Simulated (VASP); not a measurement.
# BeS (Fm-3m) in VASP: further runs, part 2 of 3

VASP 6.6.1.

**3. Single point, r2SCAN (volume changed by +3%)**

File POSCAR:

```
BeS
1.0
    0.0000000000      2.3402422237      2.3402422237
    2.3402422237      0.0000000000      2.3402422237
    2.3402422237      2.3402422237      0.0000000000
Be S
1 1
Direct
    0.0000000000      0.0000000000      0.0000000000
    0.5000000000      0.5000000000      0.5000000000
```

File INCAR.step1:

```
  ALGO = Normal
  EDIFF = 1E-4
  ENCUT = 520
  GGA = PE
  ISMEAR = 0
  LASPH = T
  LCHARG = F
  LREAL = F
  LWAVE = T
  NBANDS = 11
  NELM = 100
  PREC = Accurate
  SIGMA = 0.01
```

File INCAR.step2:

```
  ALGO = Normal
  EDIFF = 1E-7
  ENCUT = 520
  ISIF = 2
  ISMEAR = 0
  ISTART = 1
  LASPH = T
  LCHARG = T
  LELF = T
  LMIXTAU = T
  LREAL = F
  LVHAR = T
  LWAVE = F
  METAGGA = R2SCAN
  NBANDS = 11
  NELM = 100
  PREC = Accurate
  SIGMA = 0.01
```

File KPOINTS:

```
k-points
0
Gamma
  8 8 8
```

Potentials or basis: VASP PAW PBE potentials, release 64 (Be, S).

Launch:

```bash
cat potpaw_PBE.64/Be/POTCAR potpaw_PBE.64/S/POTCAR > POTCAR
cp INCAR.step1 INCAR
mpirun -np 1 vasp_std > vasp.out
cp INCAR.step2 INCAR
mpirun -np 1 vasp_std > vasp.out
```

OUTCAR:

```text
EDIFF = 1E-7
   ENCUT = 520
   ISIF = 2
   ISMEAR = 0
   ISTART = 1
   LASPH = T
   LREAL = F
   METAGGA = R2SCAN
   NELM = 100
   PREC = Accurate

 ion  position               nearest neighbor table
   1  0.000  0.000  0.000-   2 2.34   2 2.34   2 2.34   2 2.34   2 2.34   2 2.34
   2  0.500  0.500  0.500-   1 2.34   1 2.34   1 2.34   1 2.34   1 2.34   1 2.34

  LATTYP: Found a face centered cubic cell.
 ALAT       =     4.6804844474

  Lattice vectors:

 A1 = (   0.0000000000,   2.3402422237,   2.3402422237)
 A2 = (   2.3402422237,   0.0000000000,   2.3402422237)
 A3 = (   2.3402422237,   2.3402422237,   0.0000000000)

Analysis of symmetry for initial positions (statically):
=====================================================================
 Subroutine PRICEL returns:
 Original cell was already a primitive cell.

 Routine SETGRP: Setting up the symmetry group for a
 face centered cubic supercell.

 Subroutine GETGRP returns: Found 48 space group operations
 (whereof 48 operations were pure point group operations)
 out of a pool of 48 trial point group operations.

The static configuration has the point symmetry O_h .

Analysis of symmetry for dynamics (positions and initial velocities):
=====================================================================
 Subroutine PRICEL returns:
 Original cell was already a primitive cell.

 Routine SETGRP: Setting up the symmetry group for a
 face centered cubic supercell.

 Subroutine GETGRP returns: Found 48 space group operations
 (whereof 48 operations were pure point group operations)
 out of a pool of 48 trial point group operations.

The dynamic configuration has the point symmetry O_h .

 Subroutine INISYM returns: Found 48 space group operations
 (whereof 48 operations are pure point group operations),
 and found     1 'primitive' translations

----------------------------------------------------------------------------------------

                                     Primitive cell

  volume of cell :      25.6338

  direct lattice vectors                    reciprocal lattice vectors
     0.000000000  2.340242224  2.340242224    -0.213653098  0.213653098  0.213653098
     2.340242224  0.000000000  2.340242224     0.213653098 -0.213653098  0.213653098
     2.340242224  2.340242224  0.000000000     0.213653098  0.213653098 -0.213653098

  length of vectors
     3.309602292  3.309602292  3.309602292     0.370058020  0.370058020  0.370058020

  position of ions in fractional coordinates (direct lattice)
     0.000000000  0.000000000  0.000000000
     0.500000000  0.500000000  0.500000000

  ion indices of the primitive-cell ions
   primitive index   ion index
                 1           1
                 2           2

----------------------------------------------------------------------------------------

 KPOINTS: k-points

Automatic generation of k-mesh.
 Grid dimensions read from file:
 generate k-points for:    8    8    8

 Generating k-lattice:

  Cartesian coordinates                     Fractional coordinates (reciprocal lattice)
    -0.026706637  0.026706637  0.026706637     0.125000000  0.000000000  0.000000000
[... 39 lines left out ...]
 -0.375000  0.250000  0.125000     24.000000
 [... further k-points ...]
   k-points           NKPTS =     29   k-points in BZ     NKDIM =     29   number of bands    NBANDS=     11
   number of dos      NEDOS =    301   number of ions     NIONS =      2
   total plane-waves  NPLWV =  21952
   dimension x,y,z NGX =    28 NGY =   28 NGZ =   28
   dimension x,y,z NGXF=    56 NGYF=   56 NGZF=   56
   ions per type =               1   1
   NGX,Y,Z   is equivalent  to a cutoff of  14.06, 14.06, 14.06 a.u.
   NGXF,Y,Z  is equivalent  to a cutoff of  28.13, 28.13, 28.13 a.u.
 SYSTEM =  unknown system
   PREC   = accura    normal or accurate (medium, high low for compatibility)
   ISTART =      1    job   : 0-new  1-cont  2-samecut
   ICHARG =      0    charge: 1-file 2-atom 10-const
   ISPIN  =      1    spin polarized calculation?
   LNONCOLLINEAR =      F non collinear calculations
   LSORBIT =      F    spin-orbit coupling
   LASPH  =      T    aspherical Exc in radial PAW
   ENCUT  =  520.0 eV  38.22 Ry    6.18 a.u.   6.15  6.15  6.15*2*pi/ulx,y,z
   NELM   =    100;   NELMIN=  2; NELMDL=  0     # of ELM steps
   EDIFF  = 0.1E-06   stopping-criterion for ELM
   LREAL  =      F    real-space projection
   EDIFFG = 0.1E-05   stopping-criterion for IOM
   NSW    =      0    number of steps for IOM
   IBRION =     -1    ionic relax: 0-MD 1-quasi-New 2-CG
   NFREE  =      0    steps in history (QN), initial steepest desc. (CG)
   ISIF   =      2    stress and relaxation
   ISYM   =      2    0-nonsym 1-usesym 2-fastsym
   POTIM  = 0.5000    time-step for ionic-motion
   TEBEG  =    0.0;   TEEND  =   0.0 temperature during run
   PSTRESS=    0.0 pullay stress
   NELECT =       8.0000    total number of electrons
   NUPDOWN=      -1.0000    fix difference up-down
   EMIN   =  10.00;   EMAX   =-10.00  energy-range for DOS
   EFERMI =   0.00;   METHOD = LEGACY
   ISMEAR =     0;   SIGMA  =   0.01  broadening in eV -4-tet -1-fermi 0-gaus
   EFERMI_NEDOS =   21; number of points for ismear=-14 and -15
   IALGO  =     38    algorithm
   IMIX   =      4    mixing-type and parameters
     AMIX     =   0.40;   BMIX     =  1.00
     AMIX_MAG =   1.60;   BMIX_MAG =  1.00
  volume/ion in A,a.u.               =      12.82        86.49
  Fermi-wavevector in a.u.,A,eV,Ry     =   1.110454  2.098454 16.777463  1.233109
  Thomas-Fermi vector in A             =   2.247006
   LORBIT       =      0    0 simple, 1 ext, 2 COOP (PROOUT), +10 PAW based schemes
   METAGGA = R2SCAN    functional components
   LHFCALC =     F    Hartree Fock is set to
   AEXX    =    0.0000 exact exchange contribution
   IVDW    =     0    specifies the selected vdW correction
   LEPSILON=     F    determine dielectric tensor
   LRPA    =     F    only Hartree local field effects (RPA)
 non-spin polarized calculation
 Gauss-broadening in eV      SIGMA  =   0.01
  energy-cutoff  :      520.00
  volume of cell :       25.63
 maximum number of plane-waves:       701
 NGX is ok and might be reduce to    28
   NGX = 13   NGY = 13   NGZ = 13

 number of electron       7.9999999 magnetization

 Free energy of the ion-electron system (eV)
  ---------------------------------------------------
  ext. energy  EPLUGINS =         0.00000000
  ---------------------------------------------------
  free energy    TOTEN  =       -13.54296823 eV

  energy without entropy =      -13.54296823  energy(sigma->0) =      -13.54296823

 E-fermi :   6.1668     XC(G=0): -10.9550

 val. band max:        6.0720052608   @ k =  -0.1250   0.1250   0.0000
 cond. band min:       7.4062574021   @ k =   0.5000   0.5000   0.0000
 fundamental gap:      1.3342521413
 Fermi energy:         6.1667675705

 k-point     1 :       0.0000    0.0000    0.0000
  band No.  band energies     occupation
      1      -9.4035      2.00000
      2       5.8186      2.00000
      3       5.8186      2.00000
      4       5.8186      2.00000
      5      11.9299      0.00000
      6      15.5044      0.00000
      7      15.5044      0.00000
      8      15.5044      0.00000
      9      16.5757      0.00000
     10      16.5757      0.00000
     11      16.5757      0.00000
[... 309 lines left out ...]
 k-point    24 :      -0.3750    0.2500    0.1250
  band No.  band energies     occupation
      1      -6.6898      2.00000
      2      -0.5152      2.00000
      3       2.6814      2.00000
      4       4.1348      2.00000
      5      10.7862      0.00000
      6      11.3161      0.00000
      7      14.6553      0.00000
      8      17.9037      0.00000
      9      19.2157      0.00000
     10      19.9851      0.00000
     11      23.5540      0.00000

 [... further k-points ...]

------------------------ aborting loop because EDIFF is reached ----------------------------------------

  FORCE on cell =-STRESS in cart. coord.  units (eV):
  Direction    XX          YY          ZZ          XY          YZ          ZX
  --------------------------------------------------------------------------------------
  -------------------------------------------------------------------------------------
  Total       -0.5182715     -0.5182715     -0.5182715     -0.0000000     -0.0000000     -0.0000000
  in kB      -32.3933193    -32.3933193    -32.3933193     -0.0000000     -0.0000000     -0.0000000
  external PRESSURE =     -32.3933193 kB  Pullay stress =       0.0000000 kB

 VOLUME and BASIS-vectors are now :
 -----------------------------------------------------------------------------
  energy-cutoff  :      520.00
  volume of cell :       25.63
      direct lattice vectors                 reciprocal lattice vectors
     0.000000000  2.340242224  2.340242224    -0.213653098  0.213653098  0.213653098
     2.340242224  0.000000000  2.340242224     0.213653098 -0.213653098  0.213653098
     2.340242224  2.340242224  0.000000000     0.213653098  0.213653098 -0.213653098

 POSITION                                       TOTAL-FORCE (eV/Angst)
 -----------------------------------------------------------------------------------
      0.00000      0.00000      0.00000        -0.000000     -0.000000     -0.000000
      2.34024      2.34024      2.34024         0.000000      0.000000      0.000000
 -----------------------------------------------------------------------------------
    total drift:                                0.000000      0.000000      0.000000

  FREE ENERGIE OF THE ION-ELECTRON SYSTEM (eV)
  ---------------------------------------------------
  free  energy   TOTEN  =       -13.5429682297 eV

  energy  without entropy=      -13.5429682297  energy(sigma->0) =      -13.54296823
```

OUTCAR.step1:

```text
EDIFF = 1E-4
   ENCUT = 520
   GGA = PE
   ISMEAR = 0
   LASPH = T
[... 557 lines left out ...]
 -----------------------------------------------------------------------------------
      0.00000      0.00000      0.00000        -0.000000     -0.000000      0.000000
      2.34024      2.34024      2.34024         0.000000      0.000000     -0.000000
 -----------------------------------------------------------------------------------
    total drift:                                0.000000      0.000000      0.000000

  FREE ENERGIE OF THE ION-ELECTRON SYSTEM (eV)
  ---------------------------------------------------
  free  energy   TOTEN  =        -8.8838797525 eV

  energy  without entropy=       -8.8838797525  energy(sigma->0) =       -8.88387975
```

OSZICAR.step1:

```text
N       E                     dE             d eps       ncg     rms          rms(c)
DAV:   1     0.195446757608E+02    0.19545E+02   -0.38652E+03   638   0.633E+02
DAV:   2    -0.783131173126E+01   -0.27376E+02   -0.26170E+02   833   0.114E+02
DAV:   3    -0.896138312303E+01   -0.11301E+01   -0.11276E+01   821   0.227E+01
DAV:   4    -0.896702460315E+01   -0.56415E-02   -0.56403E-02   814   0.187E+00
DAV:   5    -0.896705655852E+01   -0.31955E-04   -0.31954E-04   845   0.140E-01    0.607E+00
DAV:   6    -0.888396565225E+01    0.83091E-01   -0.20997E-01   733   0.188E+00    0.408E+00
DAV:   7    -0.888306656287E+01    0.89909E-03   -0.67104E-02   856   0.124E+00    0.168E+00
DAV:   8    -0.888390684702E+01   -0.84028E-03   -0.62679E-03   712   0.381E-01    0.357E-01
DAV:   9    -0.888387975248E+01    0.27095E-04   -0.18529E-04   680   0.839E-02
   1 F= -.88838798E+01 E0= -.88838798E+01  d E =-.103467E-19
```

It took 24 s on 1 thread of Intel Xeon 6975P-C (Granite Rapids), shared host; peak memory 0.15 GiB.

What came out:

* Free energy: -13.5430 eV
* Pressure: -3.2 GPa
* Band gap on the k mesh: 1.33 eV, indirect (least direct gap 4.46 eV)

Caveat: the PAW data sets were made with another functional, which shifts forces and pressure a little. A k mesh can miss the band edges.

[end of part 2 of 3]
